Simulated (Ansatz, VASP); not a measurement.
## Two plane-wave programs on Sn

INCAR

```
SYSTEM = Sn
ALGO = Normal ; EDIFF = 1E-6
ENCUT = 520 ; GGA = PE
ISIF = 2 ; ISMEAR = -1
LASPH = .True. ; LCHARG = .True.
LELF = .True. ; LREAL = .False.
LVHAR = .True. ; LWAVE = .False.
NBANDS = 13 ; NELM = 80
PREC = Accurate ; SIGMA = 0.1
```

The input KPOINTS:

```
k-points
0
Gamma
  17 17 17
  0 0 0
```

POSCAR

```
Sn
1.0
    3.1638668499      0.0000000000      0.0000000000
    0.0000000000      3.1638668499      0.0000000000
    0.0000000000      0.0000000000      3.1638668499
Sn
1
Direct
    0.0000000000      0.0000000000      0.0000000000
```

Input for Ansatz:

```yaml
crystal:
  lattice:
    - [3.1638668499, 0.0, 0.0]
    - [0.0, 3.1638668499, 0.0]
    - [0.0, 0.0, 3.1638668499]
  atoms:
    - { symbol: Sn, position: [0.0, 0.0, 0.0] }
hamiltonian:
  xc: pbe
  pseudopotentials:
    kind: paw
    azcp:
      Sn: "pseudopotentials/Sn.paw.azcp"
basis:
  ecutwfc: 420
  fft_grid_basis: typed
kpoints:
  mp_grid: { grid: [17, 17, 17], shift: [0, 0, 0] }
magnetization:
  spin_polarized: false
scf:
  occupations: { method: fermi_dirac, width: 0.1 }
output:
  stress: true
```

Alike in both runs: task single point; functional PBE; k mesh 17 × 17 × 17; occupations fermi-dirac, width 0.1 eV; no spin polarisation.

|  | VASP | Ansatz |
| --- | --- | --- |
| version | VASP 6.6.1 | Ansatz 0.2.0 |
| potentials or method | VASP PAW PBE potentials, release 64 (Sn_d), cutoff 520 eV | plane waves (420 eV) with PAW, scalar-relativistic |
| valence electrons in the cell | 14 | 14 |

```csv
,VASP,Ansatz,Ansatz less VASP
pressure (GPa),-2.8,-2.8,+0.05
```

With one functional, cell and mesh, what is left measures potentials, basis and numerics.
